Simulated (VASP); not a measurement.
# PF2 (Fd-3m) in VASP: notebook

Runs on PF2. Level: PBE+D3(BJ). Tasks: relaxation of cell and atoms.

Program: VASP 6.6.1. These are calculated values, not measurements. Logs are shortened: lines on timing, memory, paths and dates and some standing lists are left out, and cuts for length are marked.

**1. The cell of the first run**

The structure is cubic, space group Fd-3m (No. 227). The conventional cell has a = 7.079 Å, b = 7.079 Å, c = 7.079 Å, α = 90.00°, β = 90.00°, γ = 90.00°. P (site symmetry -43m) has 12 F at 2.93 Å and 4 P at 3.07 Å within 3.9 Å. F (site symmetry -3m) has 6 F at 2.50 Å and 6 P at 2.93 Å within 3.3 Å.

The cell was generated, and may not be a known phase.

**2. Relaxation of cell and atoms, PBE+D3(BJ), collinear spin**

INCAR

```
SYSTEM = PF2
ALGO = Normal
EDIFF = 1E-6
EDIFFG = -0.04
ENCUT = 600
GGA = PE
IBRION = 2
ISIF = 3
ISMEAR = 0
ISPIN = 2
IVDW = 12
LASPH = .True.
LCHARG = .False.
LORBIT = 11
LREAL = .False.
LWAVE = .False.
MAGMOM = 0 0 1 1 1 1
NELM = 150
NSW = 90
PREC = Accurate
SIGMA = 0.1
```

KPOINTS

```
k-points
0
Gamma
  4 4 4
  0 0 0
```

POSCAR

```
PF2
1.0
    0.0000000000      3.5393109500      3.5393109500
    3.5393109500      0.0000000000      3.5393109500
    3.5393109500      3.5393109500      0.0000000000
P F
2 4
Direct
    0.0000000000      0.0000000000      0.0000000000
    0.2500000000      0.2500000000      0.2500000000
    0.6250000000      0.6250000000      0.6250000000
    0.1250000000      0.6250000000      0.6250000000
    0.6250000000      0.6250000000      0.1250000000
    0.6250000000      0.1250000000      0.6250000000
```

Potentials or basis: VASP PAW PBE potentials, release 64 (P, F).

Started as:

```bash
> cat potpaw_PBE.64/P/POTCAR potpaw_PBE.64/F/POTCAR > POTCAR
> mpirun -np 1 vasp_std > vasp.out
```

OUTCAR:

```text
SYSTEM = PF2
   EDIFF = 1E-6
   EDIFFG = -0.04
   ENCUT = 600
   GGA = PE
   IBRION = 2
   ISIF = 3
   ISMEAR = 0
   ISPIN = 2
   IVDW = 12
   LASPH = .True.
   LORBIT = 11
   LREAL = .False.
   NELM = 150
   NSW = 90
   PREC = Accurate
 IVDW          = 12

 ion  position               nearest neighbor table
   1  0.000  0.000  0.000-
   2  0.250  0.250  0.250-
   3  0.625  0.625  0.625-
   4  0.125  0.625  0.625-
   5  0.625  0.625  0.125-
   6  0.625  0.125  0.625-

  LATTYP: Found a face centered cubic cell.
 ALAT       =     7.0786219000

  Lattice vectors:

 A1 = (   0.0000000000,   3.5393109500,   3.5393109500)
 A2 = (   3.5393109500,   0.0000000000,   3.5393109500)
 A3 = (   3.5393109500,   3.5393109500,   0.0000000000)

Analysis of symmetry for initial positions (statically):
=====================================================================
 Subroutine PRICEL returns:
 Original cell was already a primitive cell.

 Routine SETGRP: Setting up the symmetry group for a
 face centered cubic supercell.

 Subroutine GETGRP returns: Found 48 space group operations
 (whereof 24 operations were pure point group operations)
 out of a pool of 48 trial point group operations.

The static configuration has the point symmetry T_d .
 The point group associated with its full space group is O_h .

Analysis of symmetry for dynamics (positions and initial velocities):
=====================================================================
 Subroutine PRICEL returns:
 Original cell was already a primitive cell.

 Routine SETGRP: Setting up the symmetry group for a
 face centered cubic supercell.

 Subroutine GETGRP returns: Found 48 space group operations
 (whereof 24 operations were pure point group operations)
 out of a pool of 48 trial point group operations.

The dynamic configuration has the point symmetry T_d .
 The point group associated with its full space group is O_h .

Analysis of structural, dynamic, and magnetic symmetry:
=====================================================================
 Subroutine PRICEL returns:
 Original cell was already a primitive cell.

 Routine SETGRP: Setting up the symmetry group for a
 face centered cubic supercell.

 Subroutine GETGRP returns: Found 48 space group operations
[... 84 lines left out ...]
   NGXF,Y,Z  is equivalent  to a cutoff of  26.57, 26.57, 26.57 a.u.
 SYSTEM =  PF2
   PREC   = accura    normal or accurate (medium, high low for compatibility)
   ISTART =      0    job   : 0-new  1-cont  2-samecut
   ICHARG =      2    charge: 1-file 2-atom 10-const
   ISPIN  =      2    spin polarized calculation?
   LNONCOLLINEAR =      F non collinear calculations
   LSORBIT =      F    spin-orbit coupling
   LASPH  =      T    aspherical Exc in radial PAW
   ENCUT  =  600.0 eV  44.10 Ry    6.64 a.u.  10.00 10.00 10.00*2*pi/ulx,y,z
   NELM   =    150;   NELMIN=  2; NELMDL= -5     # of ELM steps
   EDIFF  = 0.1E-05   stopping-criterion for ELM
   LREAL  =      F    real-space projection
   EDIFFG = -.4E-01   stopping-criterion for IOM
   NSW    =     90    number of steps for IOM
   IBRION =      2    ionic relax: 0-MD 1-quasi-New 2-CG
   NFREE  =      1    steps in history (QN), initial steepest desc. (CG)
   ISIF   =      3    stress and relaxation
   ISYM   =      2    0-nonsym 1-usesym 2-fastsym
   POTIM  = 0.5000    time-step for ionic-motion
   TEBEG  =    0.0;   TEEND  =   0.0 temperature during run
   PSTRESS=    0.0 pullay stress
   NELECT =      38.0000    total number of electrons
   NUPDOWN=      -1.0000    fix difference up-down
   EMIN   =  10.00;   EMAX   =-10.00  energy-range for DOS
   EFERMI =   0.00;   METHOD = LEGACY
   ISMEAR =     0;   SIGMA  =   0.10  broadening in eV -4-tet -1-fermi 0-gaus
   EFERMI_NEDOS =   21; number of points for ismear=-14 and -15
   IALGO  =     38    algorithm
   IMIX   =      4    mixing-type and parameters
     AMIX     =   0.40;   BMIX     =  1.00
     AMIX_MAG =   1.60;   BMIX_MAG =  1.00
  volume/ion in A,a.u.               =      14.78        99.73
  Fermi-wavevector in a.u.,A,eV,Ry     =   1.234262  2.332417 20.727147  1.523402
  Thomas-Fermi vector in A             =   2.368959
   LORBIT       =     11    0 simple, 1 ext, 2 COOP (PROOUT), +10 PAW based schemes
   GGA     = PE    functional components
   LHFCALC =     F    Hartree Fock is set to
   AEXX    =    0.0000 exact exchange contribution
   IVDW    =    12    specifies the selected vdW correction
   LEPSILON=     F    determine dielectric tensor
   LRPA    =     F    only Hartree local field effects (RPA)
 conjugate gradient relaxation of ions
 spin polarized calculation
 Gauss-broadening in eV      SIGMA  =   0.10
  energy-cutoff  :      600.00
  volume of cell :       88.67
 maximum number of plane-waves:      2996
   NGX = 19   NGY = 19   NGZ = 19

--------------------------------------- Ionic step        1  -------------------------------------------

 number of electron      38.0000000 magnetization       4.0000000

 number of electron      38.0000014 magnetization      -2.3964566

 Free energy of the ion-electron system (eV)
  ---------------------------------------------------
  ext. energy  EPLUGINS =         0.00000000
  ---------------------------------------------------
  free energy    TOTEN  =       -15.84698575 eV

  energy without entropy =      -15.80974477  energy(sigma->0) =      -15.82836526

 E-fermi :   0.6254     XC(G=0):  -9.6797

 val. band max:        0.6195152414   @ k =   0.5000   0.2500   0.0000
 cond. band min:       0.6738513934   @ k =   0.5000   0.2500   0.0000
 fundamental gap:      0.0543361521
 Fermi energy:         0.6253567642
[... 1042 lines left out ...]
--------------------------------------- Ionic step        4  -------------------------------------------

 number of electron      37.9999993 magnetization      -0.8810681

 Free energy of the ion-electron system (eV)
  ---------------------------------------------------
  ext. energy  EPLUGINS =         0.00000000
  ---------------------------------------------------
  free energy    TOTEN  =       -17.11391240 eV

  energy without entropy =      -17.08232439  energy(sigma->0) =      -17.09811839

 E-fermi :   3.8785     XC(G=0): -11.2222

 val. band max:        3.8656288837   @ k =   0.5000   0.5000   0.0000
 cond. band min:       3.9466760885   @ k =  -0.2500   0.2500   0.0000
 fundamental gap:      0.0810472048
 Fermi energy:         3.8784569031
[... 488 lines left out ...]
  FREE ENERGIE OF THE ION-ELECTRON SYSTEM (eV)
  ---------------------------------------------------
  free  energy   TOTEN  =       -18.0635628475 eV

  energy  without entropy=      -18.0319748396  energy(sigma->0) =      -18.04776884

 reached required accuracy - stopping structural energy minimisation

 total charge

# of ion       s       p       d       tot
------------------------------------------
    1        1.221   0.897   0.000   2.118
    2        1.221   0.897   0.000   2.118
    3        1.761   4.198   0.000   5.959
    4        1.761   4.198   0.000   5.959
    5        1.761   4.198   0.000   5.959
    6        1.761   4.198   0.000   5.959
--------------------------------------------------
tot          9.485  18.586   0.000  28.071

 magnetization (x)

# of ion       s       p       d       tot
------------------------------------------
    1        0.000   0.009   0.000   0.010
    2        0.000   0.009   0.000   0.010
    3       -0.001  -0.218   0.000  -0.219
    4       -0.001  -0.218   0.000  -0.219
    5       -0.001  -0.218   0.000  -0.219
    6       -0.001  -0.218   0.000  -0.219
--------------------------------------------------
tot         -0.002  -0.855   0.000  -0.858
```

It took 2.1 min on 1 thread of Intel Xeon 6975P-C (Granite Rapids), shared host; peak memory 0.31 GiB.

What came out:

- Free energy: -18.0636 eV
- Relaxed volume: 10.82 Å³/atom
- Relaxed cell: a = 4.511 Å, b = 4.511 Å, c = 4.511 Å, α = 60.00°, β = 60.00°, γ = 60.00°
- Space group after relaxing (to 0.1 Å): Fd-3m (No. 227)
- Energy gained by relaxing: 228.8 meV/atom
- Ionic steps: 4
- Pressure after relaxing: -0.2 GPa
- Net moment: -0.88 μB per cell
- Site moments: P +0.01; F -0.22 μB
- Valence electrons inside the program's atomic spheres: P 2.12; F 5.96
- Dispersion energy per atom: -0.158 eV

The path:
```csv
step,energy change (eV),largest force (eV/Å),pressure (GPa),volume (Å³)
1,0.0000,0.0000,-14.88,88.67
2,-1.1796,0.0000,-7.42,72.20
3,-1.3715,0.0000,0.74,64.31
4,-1.3726,0.0000,-0.18,64.93
```

Final structure:
```
CELL_PARAMETERS angstrom
0.00000 3.19011 3.19011
3.19011 0.00000 3.19011
3.19011 3.19011 0.00000
ATOMIC_POSITIONS crystal
P 0.00000 0.00000 0.00000
P 0.25000 0.25000 0.25000
F 0.62500 0.62500 0.62500
F 0.12500 0.62500 0.62500
F 0.62500 0.62500 0.12500
F 0.62500 0.12500 0.62500
```

Caveat: the k points lie up to 0.43 Å⁻¹ apart in the final cell; the volume moved by over 15 % at a fixed basis, so the end points are rough; a moment this small can come from the mesh or the smearing.

**3. Relaxation of cell and atoms, PBE+D3(BJ), collinear spin**

This run uses another cell than the first one, of 10.84 Å³/atom.

INCAR

```
  PREC = Accurate
  ENCUT = 600
  EDIFF = 1E-7
  ISMEAR = 0
  SIGMA = 0.1
  LREAL = False
  LASPH = True
  NELM = 150
  ALGO = Normal
  ISIF = 3
  LWAVE = False
  LCHARG = False
  ISPIN = 2
  MAGMOM = 0 0 0.26 0.26 0.26 0.26
  LORBIT = 11
  GGA = PE
  IVDW = 12
  IBRION = 2
  NSW = 90
  EDIFFG = -0.04
```

KPOINTS

```
regular mesh
0
Gamma
  6 6 6
```

POSCAR

```
PF2
1.0
    0.0000000000      3.1923512291      3.1923512291
    3.1923512291      0.0000000000      3.1923512291
    3.1923512291      3.1923512291      0.0000000000
P F
2 4
Direct
    0.5000000000      0.5000000000      0.5000000000
    0.7500000000      0.7500000000      0.7500000000
    0.1250000000      0.1250000000      0.1250000000
    0.6250000000      0.1250000000      0.1250000000
    0.1250000000      0.1250000000      0.6250000000
    0.1250000000      0.6250000000      0.1250000000
```

Potentials or basis: VASP PAW PBE potentials, release 64 (P, F).

Started as:

```bash
> cat potpaw_PBE.64/P/POTCAR potpaw_PBE.64/F/POTCAR > POTCAR
> mpirun -np 1 vasp_std > vasp.out
```

Wall time 43 s (1 thread of Intel Xeon 6975P-C (Granite Rapids), shared host); peak memory 0.25 GiB.

It converged, with:

* Free energy: -17.9888 eV
* Pressure after relaxing: -0.4 GPa
* Net moment: -0.99 μB per cell
* Site moments: P +0.01; F -0.24 μB
* Valence electrons inside the program's atomic spheres: P 2.12; F 5.96
* Dispersion energy per atom: -0.158 eV

Final structure:
```
P F
1.0
     0.00000    3.19235    3.19235
     3.19235    0.00000    3.19235
     3.19235    3.19235    0.00000
P F
2 4
Direct
  0.50000 0.50000 0.50000
  0.75000 0.75000 0.75000
  0.12500 0.12500 0.12500
  0.62500 0.12500 0.12500
  0.12500 0.12500 0.62500
  0.12500 0.62500 0.12500
```

Levels at points of the mesh, in eV from the Fermi level:
Spin up:
```
           k point  band 14  band 15  band 16  band 17  band 18  band 19  band 20  band 21  band 22  band 23
(0.00, 0.00, 0.00)    -1.78    -1.78    -0.92    -0.92    -0.92     0.20     0.20     0.20     3.75     3.75
(0.50, 0.00, 0.00)    -2.06    -1.79    -0.91    -0.68    -0.02    -0.02     0.40     0.40     3.45     3.45
(0.50, 0.50, 0.00)    -2.22    -2.14    -2.14     0.01     0.01     0.30     0.30     1.51     1.51     3.43
```
Spin down:
```tsv
k point	band 16	band 17	band 18	band 19	band 20	band 21	band 22	band 23
(0.00, 0.00, 0.00)	-1.22	-1.22	-1.22	-0.59	-0.59	-0.59	3.68	3.68
(0.50, 0.00, 0.00)	-1.20	-0.69	-0.66	-0.66	0.16	0.16	3.41	3.41
(0.50, 0.50, 0.00)	-2.53	-0.70	-0.70	0.15	0.15	1.46	1.46	3.44
```

Caveat: the relaxation stopped at its first step, so nothing moved.
